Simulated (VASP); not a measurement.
# GaN (b.so) (F-43m) in VASP: single point with PBE

Aim: the single point of GaN (b.so) with PBE.

Program: VASP 6.6.1. These are calculated values, not measurements. Logs are shortened: lines on timing, memory, paths and dates and some standing lists are left out, and cuts for length are marked.

## 1. The cell of the first run

It takes space group F-43m (No. 216, cubic). Conventional cell: a = 4.548 Å, b = 4.548 Å, c = 4.548 Å, α = 90.00°, β = 90.00°, γ = 90.00°. Ga (site symmetry -43m) has 4 N at 1.97 Å within 2.6 Å. N (site symmetry -43m) has 4 Ga at 1.97 Å within 2.6 Å.

## 2. Single point, PBE, non-collinear spin, zero start, spin-orbit coupling

INCAR reads:

```
  ALGO = Normal
  EDIFF = 1E-6
  ENCUT = 600
  GGA = PE
  GGA_COMPAT = False
  ISIF = 2
  ISMEAR = 0
  LASPH = True
  LCHARG = True
  LNONCOLLINEAR = True
  LORBIT = 11
  LORBMOM = True
  LREAL = False
  LSORBIT = True
  LVHAR = True
  LWAVE = False
  MAGMOM = 0 0 0 0 0 0 0 0 0 0 0 0
  NBANDS = 50
  NELM = 200
  PREC = Accurate
  SIGMA = 0.02
```

KPOINTS reads:

```
k-points
0
Gamma
  8 6 8
```

POSCAR reads:

```
GaN
1.0
    3.2162589253      0.0000000000      0.0000000000
    0.0000000000      4.5484769922      0.0000000000
    0.0000000000      0.0000000000      3.2162589253
Ga N
2 2
Direct
    0.0000000000      0.0000000000      0.0000000000
    0.5000000000      0.5000000000      0.5000000000
    0.0000000000      0.2500000000      0.5000000000
    0.5000000000      0.7500000000      0.0000000000
```

Potentials or basis: VASP PAW PBE potentials, release 64 (Ga_d, N).

Started as:

```bash
$ cat potpaw_PBE.64/Ga_d/POTCAR potpaw_PBE.64/N/POTCAR > POTCAR
$ mpirun -np 1 vasp_ncl > vasp.out
```

OUTCAR:

```text
EDIFF = 1E-6
   ENCUT = 600
   GGA = PE
   ISIF = 2
   ISMEAR = 0
   LASPH = True
   LNONCOLLINEAR = True
   LORBIT = 11
   LREAL = False
   LSORBIT = True
   NELM = 200
   PREC = Accurate

 ion  position               nearest neighbor table
   1  0.000  0.000  0.000-   3 1.97   4 1.97   3 1.97   4 1.97
   2  0.500  0.500  0.500-   3 1.97   4 1.97   4 1.97   3 1.97
   3  0.000  0.250  0.500-   1 1.97   2 1.97   1 1.97   2 1.97
   4  0.500  0.750  0.000-   1 1.97   2 1.97   2 1.97   1 1.97

  LATTYP: Found a simple tetragonal cell.
 ALAT       =     3.2162589253
 C/A-ratio  =     1.4142135624

  Lattice vectors:

 A1 = (  -3.2162589253,   0.0000000000,   0.0000000000)
 A2 = (   0.0000000000,   0.0000000000,   3.2162589253)
 A3 = (   0.0000000000,   4.5484769922,   0.0000000000)

Analysis of symmetry for initial positions (statically):
=====================================================================
 Subroutine PRICEL returns following result:

  LATTYP: Found a face centered cubic cell.
 ALAT       =     4.5484769922
[... 12 lines left out ...]
 Subroutine GETGRP returns: Found  8 space group operations
 (whereof  8 operations were pure point group operations)
 out of a pool of 16 trial point group operations.

The static configuration has the point symmetry D_2d.

Analysis of symmetry for dynamics (positions and initial velocities):
=====================================================================
 Subroutine PRICEL returns following result:

  LATTYP: Found a face centered cubic cell.
 ALAT       =     4.5484769922
[... 12 lines left out ...]
 Subroutine GETGRP returns: Found  8 space group operations
 (whereof  8 operations were pure point group operations)
 out of a pool of 16 trial point group operations.

The dynamic configuration has the point symmetry D_2d.

Analysis of structural, dynamic, and magnetic symmetry:
=====================================================================
 Subroutine PRICEL returns following result:

  LATTYP: Found a face centered cubic cell.
 ALAT       =     4.5484769922
[... 12 lines left out ...]
 Subroutine GETGRP returns: Found  8 space group operations
 (whereof  8 operations were pure point group operations)
 out of a pool of 16 trial point group operations.

The overall configuration has the point symmetry D_2d.

 Subroutine INISYM returns: Found  8 space group operations
 (whereof  8 operations are pure point group operations),
 and found     2 'primitive' translations

----------------------------------------------------------------------------------------

                                     Primitive cell

  volume of cell :      23.5255

  direct lattice vectors                    reciprocal lattice vectors
    -1.608129463  2.274238496  1.608129463    -0.310920241  0.219853811  0.000000000
     0.000000000  0.000000000  3.216258925     0.000000000 -0.219853811  0.310920241
     1.608129463  2.274238496  1.608129463     0.310920241  0.219853811  0.000000000

  length of vectors
     3.216258925  3.216258925  3.216258925     0.380797971  0.380797971  0.380797971

  position of ions in fractional coordinates (direct lattice)
     0.000000000  0.000000000  0.000000000
     0.250000000  0.250000000  0.250000000

  ion indices of the primitive-cell ions
   primitive index   ion index
                 1           1
                 2           3

----------------------------------------------------------------------------------------

 KPOINTS: k-points

Automatic generation of k-mesh.
 Grid dimensions read from file:
 generate k-points for:    8    6    8

 Generating k-lattice:

  Cartesian coordinates                     Fractional coordinates (reciprocal lattice)
     0.038865030  0.000000000  0.000000000     0.125000000  0.000000000  0.000000000
     0.000000000  0.036642302  0.000000000     0.000000000  0.166666667  0.000000000
     0.000000000  0.000000000  0.038865030     0.000000000  0.000000000  0.125000000

  Length of vectors
     0.038865030  0.036642302  0.038865030

  Shift w.r.t. Gamma in fractional coordinates (k-lattice)
     0.000000000  0.000000000  0.000000000

 Subroutine IBZKPT returns following result:
 ===========================================

 Found     80 irreducible k-points:

 Following reciprocal coordinates:
            Coordinates               Weight
  0.000000  0.000000  0.000000      1.000000
  0.125000  0.000000  0.000000      4.000000
  0.250000  0.000000  0.000000      4.000000
  0.375000  0.000000  0.000000      4.000000
  0.500000  0.000000  0.000000      2.000000
  0.000000  0.166667  0.000000      2.000000
[... 16 lines left out ...]
  0.500000 -0.333333  0.000000      2.000000
  0.000000  0.500000  0.000000      1.000000
 [... further k-points ...]
   k-points           NKPTS =     80   k-points in BZ     NKDIM =     80   number of bands    NBANDS=     50
   number of dos      NEDOS =    301   number of ions     NIONS =      4
   total plane-waves  NPLWV =  28224
[... 37 lines left out ...]
  Fermi-wavevector in a.u.,A,eV,Ry     =   1.497337  2.829557 30.504523  2.242019
  Thomas-Fermi vector in A             =   2.609238
   LORBIT       =     11    0 simple, 1 ext, 2 COOP (PROOUT), +10 PAW based schemes
   GGA     = PE    functional components
   LHFCALC =     F    Hartree Fock is set to
   AEXX    =    0.0000 exact exchange contribution
   IVDW    =     0    specifies the selected vdW correction
   LEPSILON=     F    determine dielectric tensor
   LRPA    =     F    only Hartree local field effects (RPA)
 Gauss-broadening in eV      SIGMA  =   0.02
  energy-cutoff  :      600.00
  volume of cell :       47.05
 maximum number of plane-waves:      3268
 NGX is ok and might be reduce to    28
   NGX = 13   NGY = 19   NGZ = 13

 number of electron      36.0000021 magnetization      -0.0000000     -0.0000000     -0.0000000

 number of electron      36.0000021 magnetization       0.0000000     -0.0000000     -0.0000000

 number of electron      36.0000021 magnetization       0.0000000      0.0000000      0.0000000

 number of electron      36.0000021 magnetization      -0.0000000      0.0000000      0.0000000

 Free energy of the ion-electron system (eV)
  ---------------------------------------------------
  ext. energy  EPLUGINS =         0.00000000
  ---------------------------------------------------
  free energy    TOTEN  =       -24.32055690 eV

  energy without entropy =      -24.32055690  energy(sigma->0) =      -24.32055690

 E-fermi :   5.1600     XC(G=0): -11.5206

 val. band max:        4.9902730175   @ k =   0.0000   0.0000   0.0000
 cond. band min:       6.5337509434   @ k =   0.0000   0.0000   0.0000
 fundamental gap:      1.5434779259
 Fermi energy:         5.1600064973

 k-point     1 :       0.0000    0.0000    0.0000
  band No.  band energies     occupation
      1     -10.7170      1.00000
      2     -10.7170      1.00000
      3      -9.7681      1.00000
      4      -9.7681      1.00000
      5      -8.6244      1.00000
      6      -8.6244      1.00000
[... 1213 lines left out ...]
     47      16.5208      0.00000
     48      16.5208      0.00000

 [... further k-points ...]

 [bands above 48 left out]

------------------------ aborting loop because EDIFF is reached ----------------------------------------

  FORCE on cell =-STRESS in cart. coord.  units (eV):
  Direction    XX          YY          ZZ          XY          YZ          ZX
  --------------------------------------------------------------------------------------
  -------------------------------------------------------------------------------------
  Total        0.0028373      0.0013219      0.0028373      0.0000000     -0.0000000      0.0000000
  in kB        0.0966169      0.0450138      0.0966169      0.0000000     -0.0000000      0.0000000
  external PRESSURE =       0.0794158 kB  Pullay stress =       0.0000000 kB

 VOLUME and BASIS-vectors are now :
 -----------------------------------------------------------------------------
  energy-cutoff  :      600.00
  volume of cell :       47.05
      direct lattice vectors                 reciprocal lattice vectors
     3.216258925  0.000000000  0.000000000     0.310920241  0.000000000  0.000000000
     0.000000000  4.548476992  0.000000000     0.000000000  0.219853811  0.000000000
     0.000000000  0.000000000  3.216258925     0.000000000  0.000000000  0.310920241

 POSITION                                       TOTAL-FORCE (eV/Angst)
 -----------------------------------------------------------------------------------
      0.00000      0.00000      0.00000         0.000000      0.000000      0.000000
      1.60813      2.27424      1.60813        -0.000000      0.000000      0.000000
      0.00000      1.13712      1.60813         0.000000      0.000000     -0.000000
      1.60813      3.41136      0.00000         0.000000      0.000000     -0.000000
 -----------------------------------------------------------------------------------
    total drift:                                0.000000      0.000000      0.000000

  FREE ENERGIE OF THE ION-ELECTRON SYSTEM (eV)
  ---------------------------------------------------
  free  energy   TOTEN  =       -24.3205568956 eV

  energy  without entropy=      -24.3205568956  energy(sigma->0) =      -24.32055690

 orbital moment (x)

 # of ion     p       d       tot
 ----------------------------------------
  1        -0.000   0.000  -0.000
  2         0.000  -0.000   0.000
  3         0.000   0.000   0.000
  4         0.000   0.000   0.000
 ----------------------------------------
            0.000   0.000   0.000

 orbital moment (y)

 # of ion     p       d       tot
 ----------------------------------------
  1         0.000   0.000   0.000
  2         0.000   0.000   0.000
  3         0.000   0.000   0.000
  4        -0.000   0.000  -0.000
 ----------------------------------------
            0.000   0.000   0.000

 orbital moment (z)

 # of ion     p       d       tot
 ----------------------------------------
  1         0.000  -0.000   0.000
  2         0.000  -0.000   0.000
  3         0.000   0.000   0.000
  4         0.000   0.000   0.000
 ----------------------------------------
            0.000  -0.000   0.000

 Spin-Orbit-Coupling matrix elements

 Ion:    1  E_soc:     -0.0106267
 l=   1
     0.0000000    -0.0009528    -0.0009528
    -0.0009528     0.0000000    -0.0009528
    -0.0009528    -0.0009528     0.0000000
 l=   2
     0.0000000    -0.0001701     0.0000000    -0.0001621    -0.0006563
    -0.0001701     0.0000000    -0.0004982    -0.0001621    -0.0001580
     0.0000000    -0.0004982     0.0000000    -0.0004862     0.0000000
    -0.0001621    -0.0001621    -0.0004862     0.0000000    -0.0001621
    -0.0006563    -0.0001580     0.0000000    -0.0001621     0.0000000
 l=   3
     0.0000000     0.0000000     0.0000000     0.0000000     0.0000000     0.0000000     0.0000000
     0.0000000     0.0000000     0.0000000     0.0000000     0.0000000     0.0000000     0.0000000
     0.0000000     0.0000000     0.0000000     0.0000000     0.0000000     0.0000000     0.0000000
     0.0000000     0.0000000     0.0000000     0.0000000     0.0000000     0.0000000     0.0000000
[... 49 lines left out ...]
 l=   2
     0.0000000     0.0000000     0.0000000     0.0000000     0.0000000
     0.0000000     0.0000000     0.0000000     0.0000000     0.0000000
     0.0000000     0.0000000     0.0000000     0.0000000     0.0000000
     0.0000000     0.0000000     0.0000000     0.0000000     0.0000000
     0.0000000     0.0000000     0.0000000     0.0000000     0.0000000
 l=   3
     0.0000000     0.0000000     0.0000000     0.0000000     0.0000000     0.0000000     0.0000000
     0.0000000     0.0000000     0.0000000     0.0000000     0.0000000     0.0000000     0.0000000
     0.0000000     0.0000000     0.0000000     0.0000000     0.0000000     0.0000000     0.0000000
     0.0000000     0.0000000     0.0000000     0.0000000     0.0000000     0.0000000     0.0000000
     0.0000000     0.0000000     0.0000000     0.0000000     0.0000000     0.0000000     0.0000000
     0.0000000     0.0000000     0.0000000     0.0000000     0.0000000     0.0000000     0.0000000
     0.0000000     0.0000000     0.0000000     0.0000000     0.0000000     0.0000000     0.0000000

 total charge

# of ion       s       p       d       tot
------------------------------------------
    1        0.785   0.866  10.161  11.812
    2        0.785   0.866  10.161  11.812
    3        1.223   2.488   0.000   3.711
    4        1.223   2.488   0.000   3.711
--------------------------------------------------
tot          4.017   6.707  20.322  31.046

 magnetization (x)

# of ion       s       p       d       tot
------------------------------------------
    1        0.000   0.000   0.000   0.000
    2        0.000  -0.000   0.000  -0.000
    3        0.000   0.000   0.000   0.000
    4        0.000  -0.000   0.000  -0.000
--------------------------------------------------
tot          0.000  -0.000   0.000  -0.000

 magnetization (y)

# of ion       s       p       d       tot
------------------------------------------
    1        0.000  -0.000  -0.000  -0.000
    2        0.000   0.000   0.000   0.000
    3        0.000   0.000   0.000   0.000
    4        0.000   0.000   0.000   0.000
--------------------------------------------------
tot          0.000   0.000  -0.000   0.000

 magnetization (z)

# of ion       s       p       d       tot
------------------------------------------
    1       -0.000   0.000  -0.000  -0.000
    2       -0.000   0.000   0.000   0.000
    3        0.000  -0.000   0.000  -0.000
    4        0.000  -0.000   0.000  -0.000
--------------------------------------------------
tot         -0.000  -0.000   0.000  -0.000
```

Wall time 6 min (1 thread of Intel Xeon 6975P-C (Granite Rapids), shared host); peak memory 0.5 GiB.

Results:

- Free energy: -24.3206 eV
- Pressure: 0.0 GPa
- Net moment: 0.00 μB per cell
- Valence electrons inside the program's atomic spheres: Ga 11.81; N 3.71

Moments on the atoms (μB; x, y, z):
```
Ga  0.00 0.00 0.00
Ga  0.00 0.00 0.00
N   0.00 0.00 0.00
N   0.00 0.00 0.00
```
